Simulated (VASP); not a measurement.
# AlSbSe4 (F-43m) in VASP: notebook

AlSbSe4 is run at these levels: PBE; tasks: single point, relaxation of cell and atoms.

All numbers are computed with VASP 6.6.1; they aren't measurements. Logs are shortened: lines on timing, memory, paths and dates and some standing lists are left out, and cuts for length are marked.

### 1 The cell of the first run

The structure is cubic, space group F-43m (No. 216). The conventional cell has a = 8.210 Å, b = 8.210 Å, c = 8.210 Å, α = 90.00°, β = 90.00°, γ = 90.00°. Within 4.5 Å of Al (site symmetry -43m) lie 12 Se at 3.40 Å and 4 Sb at 3.55 Å. Within 4.5 Å of Sb (site symmetry -43m) lie 12 Se at 3.40 Å and 4 Al at 3.55 Å. Se (site symmetry 3m) has 6 Se at 2.89 to 2.91 Å and 3 Al at 3.40 Å and 3 Sb at 3.40 Å within 3.8 Å.

### 2 Single point, PBE

Input file INCAR:

```
ALGO = Normal
EDIFF = 1E-7
ENCUT = 520
GGA = PE
ISIF = 2
ISMEAR = 0
LASPH = True
LCHARG = False
LREAL = False
LWAVE = False
NBANDS = 25
NELM = 60
PREC = Accurate
SIGMA = 0.1
```

Input file KPOINTS:

```
k-points
0
Gamma
  8 8 8
```

Input file POSCAR:

```
AlSbSe4
1.0
    0.0000000000      4.1048290057      4.1048290057
    4.1048290057      0.0000000000      4.1048290057
    4.1048290057      4.1048290057      0.0000000000
Al Sb Se
1 1 4
Direct
    0.0000000000      0.0000000000      0.0000000000
    0.7500000000      0.7500000000      0.7500000000
    0.3744721187      0.8765836438      0.3744721187
    0.3744721187      0.3744721187      0.8765836438
    0.3744721187      0.3744721187      0.3744721187
    0.8765836438      0.3744721187      0.3744721187
```

Potentials or basis: VASP PAW PBE potentials, release 64 (Al, Sb, Se).

The run is started by

```
$ cat potpaw_PBE.64/Al/POTCAR potpaw_PBE.64/Sb/POTCAR potpaw_PBE.64/Se/POTCAR > POTCAR
$ mpirun -np 1 vasp_std > vasp.out
```

OUTCAR:

```text
EDIFF = 1E-7
   ENCUT = 520
   GGA = PE
   ISIF = 2
   ISMEAR = 0
   LASPH = True
   LREAL = False
   NELM = 60
   PREC = Accurate

 ion  position               nearest neighbor table
   1  0.000  0.000  0.000-   2 3.55   2 3.55   2 3.55   2 3.55
   2  0.750  0.750  0.750-   1 3.55   1 3.55   1 3.55   1 3.55
   3  0.374  0.877  0.374-
   4  0.374  0.374  0.877-
   5  0.374  0.374  0.374-
   6  0.877  0.374  0.374-

  LATTYP: Found a face centered cubic cell.
 ALAT       =     8.2096580114

  Lattice vectors:

 A1 = (   0.0000000000,   4.1048290057,   4.1048290057)
 A2 = (   4.1048290057,   0.0000000000,   4.1048290057)
 A3 = (   4.1048290057,   4.1048290057,   0.0000000000)

Analysis of symmetry for initial positions (statically):
=====================================================================
 Subroutine PRICEL returns:
 Original cell was already a primitive cell.

 Routine SETGRP: Setting up the symmetry group for a
 face centered cubic supercell.

 Subroutine GETGRP returns: Found 24 space group operations
 (whereof 24 operations were pure point group operations)
 out of a pool of 48 trial point group operations.

The static configuration has the point symmetry T_d .

Analysis of symmetry for dynamics (positions and initial velocities):
=====================================================================
 Subroutine PRICEL returns:
 Original cell was already a primitive cell.

 Routine SETGRP: Setting up the symmetry group for a
 face centered cubic supercell.

 Subroutine GETGRP returns: Found 24 space group operations
 (whereof 24 operations were pure point group operations)
 out of a pool of 48 trial point group operations.

The dynamic configuration has the point symmetry T_d .

 Subroutine INISYM returns: Found 24 space group operations
 (whereof 24 operations are pure point group operations),
 and found     1 'primitive' translations

----------------------------------------------------------------------------------------

                                     Primitive cell

  volume of cell :     138.3296

  direct lattice vectors                    reciprocal lattice vectors
     0.000000000  4.104829006  4.104829006    -0.121807754  0.121807754  0.121807754
     4.104829006  0.000000000  4.104829006     0.121807754 -0.121807754  0.121807754
     4.104829006  4.104829006  0.000000000     0.121807754  0.121807754 -0.121807754

  length of vectors
     5.805104851  5.805104851  5.805104851     0.210977218  0.210977218  0.210977218

  position of ions in fractional coordinates (direct lattice)
     0.000000000  0.000000000  0.000000000
     0.750000000  0.750000000  0.750000000
     0.374472119  0.876583644  0.374472119
     0.374472119  0.374472119  0.876583644
     0.374472119  0.374472119  0.374472119
     0.876583644  0.374472119  0.374472119

  ion indices of the primitive-cell ions
   primitive index   ion index
                 1           1
                 2           2
                 3           3
                 4           4
                 5           5
                 6           6

----------------------------------------------------------------------------------------

 KPOINTS: k-points

Automatic generation of k-mesh.
 Grid dimensions read from file:
 generate k-points for:    8    8    8

 Generating k-lattice:

  Cartesian coordinates                     Fractional coordinates (reciprocal lattice)
    -0.015225969  0.015225969  0.015225969     0.125000000  0.000000000  0.000000000
     0.015225969 -0.015225969  0.015225969     0.000000000  0.125000000  0.000000000
     0.015225969  0.015225969 -0.015225969     0.000000000  0.000000000  0.125000000

  Length of vectors
     0.026372152  0.026372152  0.026372152

  Shift w.r.t. Gamma in fractional coordinates (k-lattice)
     0.000000000  0.000000000  0.000000000

 Subroutine IBZKPT returns following result:
 ===========================================

 Found     29 irreducible k-points:

 Following reciprocal coordinates:
            Coordinates               Weight
  0.000000  0.000000  0.000000      1.000000
  0.125000  0.000000  0.000000      8.000000
  0.250000  0.000000  0.000000      8.000000
  0.375000  0.000000  0.000000      8.000000
  0.500000  0.000000  0.000000      4.000000
  0.125000  0.125000  0.000000      6.000000
[... 16 lines left out ...]
  0.500000  0.250000  0.125000     48.000000
 -0.375000  0.250000  0.125000     24.000000
 [... further k-points ...]
   k-points           NKPTS =     29   k-points in BZ     NKDIM =     29   number of bands    NBANDS=     25
   number of dos      NEDOS =    301   number of ions     NIONS =      6
   total plane-waves  NPLWV = 110592
   dimension x,y,z NGX =    48 NGY =   48 NGZ =   48
   dimension x,y,z NGXF=    96 NGYF=   96 NGZF=   96
   ions per type =               1   1   4
   NGX,Y,Z   is equivalent  to a cutoff of  13.75, 13.75, 13.75 a.u.
   NGXF,Y,Z  is equivalent  to a cutoff of  27.49, 27.49, 27.49 a.u.
 SYSTEM =  unknown system
   PREC   = accura    normal or accurate (medium, high low for compatibility)
   ISTART =      0    job   : 0-new  1-cont  2-samecut
   ICHARG =      2    charge: 1-file 2-atom 10-const
   ISPIN  =      1    spin polarized calculation?
   LNONCOLLINEAR =      F non collinear calculations
   LSORBIT =      F    spin-orbit coupling
   LASPH  =      T    aspherical Exc in radial PAW
   ENCUT  =  520.0 eV  38.22 Ry    6.18 a.u.  10.79 10.79 10.79*2*pi/ulx,y,z
   NELM   =     60;   NELMIN=  2; NELMDL= -5     # of ELM steps
   EDIFF  = 0.1E-06   stopping-criterion for ELM
   LREAL  =      F    real-space projection
   EDIFFG = 0.1E-05   stopping-criterion for IOM
   NSW    =      0    number of steps for IOM
   IBRION =     -1    ionic relax: 0-MD 1-quasi-New 2-CG
   NFREE  =      0    steps in history (QN), initial steepest desc. (CG)
   ISIF   =      2    stress and relaxation
   ISYM   =      2    0-nonsym 1-usesym 2-fastsym
   POTIM  = 0.5000    time-step for ionic-motion
   TEBEG  =    0.0;   TEEND  =   0.0 temperature during run
   PSTRESS=    0.0 pullay stress
   NELECT =      32.0000    total number of electrons
   NUPDOWN=      -1.0000    fix difference up-down
   EMIN   =  10.00;   EMAX   =-10.00  energy-range for DOS
   EFERMI =   0.00;   METHOD = LEGACY
   ISMEAR =     0;   SIGMA  =   0.10  broadening in eV -4-tet -1-fermi 0-gaus
   EFERMI_NEDOS =   21; number of points for ismear=-14 and -15
   IALGO  =     38    algorithm
   IMIX   =      4    mixing-type and parameters
     AMIX     =   0.40;   BMIX     =  1.00
     AMIX_MAG =   1.60;   BMIX_MAG =  1.00
  volume/ion in A,a.u.               =      23.05       155.58
  Fermi-wavevector in a.u.,A,eV,Ry     =   1.004970  1.899118 13.741403  1.009965
  Thomas-Fermi vector in A             =   2.137620
   LORBIT       =      0    0 simple, 1 ext, 2 COOP (PROOUT), +10 PAW based schemes
   GGA     = PE    functional components
   LHFCALC =     F    Hartree Fock is set to
   AEXX    =    0.0000 exact exchange contribution
   IVDW    =     0    specifies the selected vdW correction
   LEPSILON=     F    determine dielectric tensor
   LRPA    =     F    only Hartree local field effects (RPA)
 non-spin polarized calculation
 Gauss-broadening in eV      SIGMA  =   0.10
  energy-cutoff  :      520.00
  volume of cell :      138.33
 maximum number of plane-waves:      3750
 NGX is ok and might be reduce to    48
   NGX = 21   NGY = 21   NGZ = 21

 number of electron      32.0000001 magnetization

 Free energy of the ion-electron system (eV)
  ---------------------------------------------------
  ext. energy  EPLUGINS =         0.00000000
  ---------------------------------------------------
  free energy    TOTEN  =       -18.37778062 eV

  energy without entropy =      -18.34564182  energy(sigma->0) =      -18.36171122

 E-fermi :   5.7091     XC(G=0):  -9.9844

 val. band max:        5.6870431422   @ k =  -0.3750   0.2500   0.1250
 cond. band min:       5.7248451362   @ k =  -0.2500   0.2500   0.0000
 fundamental gap:      0.0378019940
 Fermi energy:         5.7091388274

 k-point     1 :       0.0000    0.0000    0.0000
  band No.  band energies     occupation
      1     -10.0219      2.00000
      2      -6.5286      2.00000
      3      -6.5286      2.00000
      4      -6.5286      2.00000
      5      -3.1804      2.00000
      6      -1.7347      2.00000
[... 17 lines left out ...]
     24      10.6446      0.00000
     25      12.5433      0.00000

 k-point     2 :       0.1250    0.0000    0.0000
  band No.  band energies     occupation
      1      -9.9540      2.00000
      2      -6.7377      2.00000
      3      -6.5402      2.00000
      4      -6.5402      2.00000
      5      -3.2364      2.00000
      6      -1.5319      2.00000
[... 17 lines left out ...]
     24      10.5001      0.00000
     25      12.6527      0.00000

 k-point     3 :       0.2500    0.0000    0.0000
  band No.  band energies     occupation
      1      -9.7619      2.00000
      2      -7.2259      2.00000
      3      -6.5679      2.00000
      4      -6.5679      2.00000
      5      -3.3648      2.00000
      6      -1.0626      2.00000
[... 17 lines left out ...]
     24      10.1340      0.00000
     25      12.9269      0.00000

 k-point     4 :       0.3750    0.0000    0.0000
  band No.  band energies     occupation
      1      -9.4982      2.00000
      2      -7.7411      2.00000
      3      -6.5948      2.00000
      4      -6.5948      2.00000
      5      -3.4783      2.00000
      6      -0.6681      2.00000
[... 17 lines left out ...]
     24       9.6438      0.00000
     25      12.8778      0.00000
[... 477 lines left out ...]
 k-point    22 :       0.3750    0.2500    0.1250
  band No.  band energies     occupation
      1      -9.5886      2.00000
      2      -7.5030      2.00000
      3      -6.6746      2.00000
      4      -6.6050      2.00000
      5      -3.4701      2.00000
      6      -0.6505      2.00000
[... 17 lines left out ...]
     24       9.8932      0.00000
     25      12.5882      0.00000

 k-point    23 :       0.5000    0.2500    0.1250
  band No.  band energies     occupation
      1      -9.3228      2.00000
      2      -7.9236      2.00000
      3      -6.7407      2.00000
      4      -6.6366      2.00000
      5      -3.5182      2.00000
      6      -0.4153      2.00000
[... 17 lines left out ...]
     24       9.5746      0.00000
     25      12.1549      0.00000

 k-point    24 :      -0.3750    0.2500    0.1250
  band No.  band energies     occupation
      1      -9.1561      2.00000
      2      -8.1523      2.00000
      3      -6.7639      2.00000
      4      -6.6526      2.00000
      5      -3.5314      2.00000
      6      -0.4516      2.00000
[... 17 lines left out ...]
     24       9.3824      0.00000
     25      12.0997      0.00000

 [... further k-points ...]

------------------------ aborting loop because EDIFF is reached ----------------------------------------

  FORCE on cell =-STRESS in cart. coord.  units (eV):
  Direction    XX          YY          ZZ          XY          YZ          ZX
  --------------------------------------------------------------------------------------
  -------------------------------------------------------------------------------------
  Total        0.0095717      0.0095717      0.0095717      0.0000000     -0.0000000      0.0000000
  in kB        0.1108621      0.1108621      0.1108621      0.0000000     -0.0000000      0.0000000
  external PRESSURE =       0.1108621 kB  Pullay stress =       0.0000000 kB

 VOLUME and BASIS-vectors are now :
 -----------------------------------------------------------------------------
  energy-cutoff  :      520.00
  volume of cell :      138.33
      direct lattice vectors                 reciprocal lattice vectors
     0.000000000  4.104829006  4.104829006    -0.121807754  0.121807754  0.121807754
     4.104829006  0.000000000  4.104829006     0.121807754 -0.121807754  0.121807754
     4.104829006  4.104829006  0.000000000     0.121807754  0.121807754 -0.121807754

 POSITION                                       TOTAL-FORCE (eV/Angst)
 -----------------------------------------------------------------------------------
      0.00000      0.00000      0.00000        -0.000000     -0.000000     -0.000000
      6.15724      6.15724      6.15724        -0.000000     -0.000000     -0.000000
      5.13537      3.07429      5.13537         0.006875     -0.006875      0.006875
      5.13537      5.13537      3.07429         0.006875      0.006875     -0.006875
      3.07429      3.07429      3.07429        -0.006875     -0.006875     -0.006875
      3.07429      5.13537      5.13537        -0.006875      0.006875      0.006875
 -----------------------------------------------------------------------------------
    total drift:                                0.000000      0.000000      0.000000

  FREE ENERGIE OF THE ION-ELECTRON SYSTEM (eV)
  ---------------------------------------------------
  free  energy   TOTEN  =       -18.3777806169 eV

  energy  without entropy=      -18.3456418240  energy(sigma->0) =      -18.36171122
```

It took 68 s on 1 thread of Intel Xeon 6975P-C (Granite Rapids), shared host; peak memory 0.37 GiB.

What came out:

```yaml
Free_energy: -18.3778 eV
Pressure: 0.0 GPa
Largest_force: 0.012 eV/Å
Band_gap_on_the_k_mesh: zero (bands 16 and 17 overlap by 1.17 eV)
```

Forces in eV/Å, atoms in the order of the input:
```
Al   0.000  0.000  0.000
Sb   0.000  0.000  0.000
Se   0.007 -0.007  0.007
Se   0.007  0.007 -0.007
Se  -0.007 -0.007 -0.007
Se  -0.007  0.007  0.007
```

Caveat: spin-orbit coupling is left out, which moves the levels of the heavy elements.

### 3 Relaxation of cell and atoms, PBE

This run uses another cell than the first one, of 23.20 Å³/atom.

Input file INCAR:

```
SYSTEM = AlSbSe4
ALGO = Normal
EDIFF = 1E-6
EDIFFG = -0.01
ENCUT = 600
GGA = PE
IBRION = 2
ISIF = 3
ISMEAR = 0
LASPH = .True.
LCHARG = .False.
LREAL = .False.
LWAVE = .False.
NELM = 80
NSW = 100
PREC = Accurate
SIGMA = 0.1
```

Input file KPOINTS:

```
k-points
0
Gamma
  8 8 8
  0 0 0
```

Input file POSCAR:

```
AlSbSe4
1.0
    0.0000000000      4.1134651518      4.1134651518
    4.1134651518      0.0000000000      4.1134651518
    4.1134651518      4.1134651518      0.0000000000
Al Sb Se
1 1 4
Direct
    0.0000000000      0.0000000000      0.0000000000
    0.7500000000      0.7500000000      0.7500000000
    0.3750000000      0.8750000000      0.3750000000
    0.3750000000      0.3750000000      0.8750000000
    0.3750000000      0.3750000000      0.3750000000
    0.8750000000      0.3750000000      0.3750000000
```

Potentials or basis: VASP PAW PBE potentials, release 64 (Al, Sb, Se).

The run is started by

```
$ cat potpaw_PBE.64/Al/POTCAR potpaw_PBE.64/Sb/POTCAR potpaw_PBE.64/Se/POTCAR > POTCAR
$ mpirun -np 1 vasp_std > vasp.out
```

Wall time 2.8 min (1 thread of Intel Xeon 6975P-C (Granite Rapids), shared host); peak memory 0.4 GiB.

It converged, with:

```
Free energy                           : -18.3780 eV
Relaxed volume                        : 23.06 Å³/atom
Relaxed cell                          : a = 5.805 Å, b = 5.805 Å, c = 5.805 Å, α = 60.00°, β = 60.00°, γ = 60.00°
Space group after relaxing (to 0.1 Å) : F-43m (No. 216)
Energy gained by relaxing             : 0.3 meV/atom
Ionic steps                           : 5
Pressure after relaxing               : 0.0 GPa
Band gap on the k mesh                : zero (bands 16 and 17 overlap by 1.17 eV)
```

The path:
```tsv
step	energy change (eV)	largest force (eV/Å)	pressure (GPa)	volume (Å³)
1	0.0000	0.0662	-0.32	139.20
2	-0.0016	0.0442	0.03	138.28
3	-0.0016	0.0400	0.09	138.12
4	-0.0019	0.0210	0.05	138.23
5	-0.0021	0.0008	0.01	138.35
```

Final structure:
```
Al Sb Se
1.0
     0.00000    4.10499    4.10499
     4.10499    0.00000    4.10499
     4.10499    4.10499    0.00000
Al Sb Se
1 1 4
Direct
  0.00000 0.00000 0.00000
  0.75000 0.75000 0.75000
  0.37435 0.87694 0.37435
  0.37435 0.37435 0.87694
  0.37435 0.37435 0.37435
  0.87694 0.37435 0.37435
```

Levels at points of the mesh, in eV from the Fermi level:
```tsv
k point	band 13	band 14	band 15	band 16	band 17	band 18	band 19	band 20
(0.00, 0.00, 0.00)	-1.50	-1.50	-1.50	1.04	1.04	1.04	1.75	1.75
(0.50, 0.00, 0.00)	-2.35	-2.35	-1.21	-0.12	0.76	0.76	1.11	2.14
(0.50, 0.50, 0.00)	-2.13	-2.08	-2.05	-0.65	0.27	0.74	0.74	1.86
```

Caveat: spin-orbit coupling is left out, which moves the levels of the heavy elements.
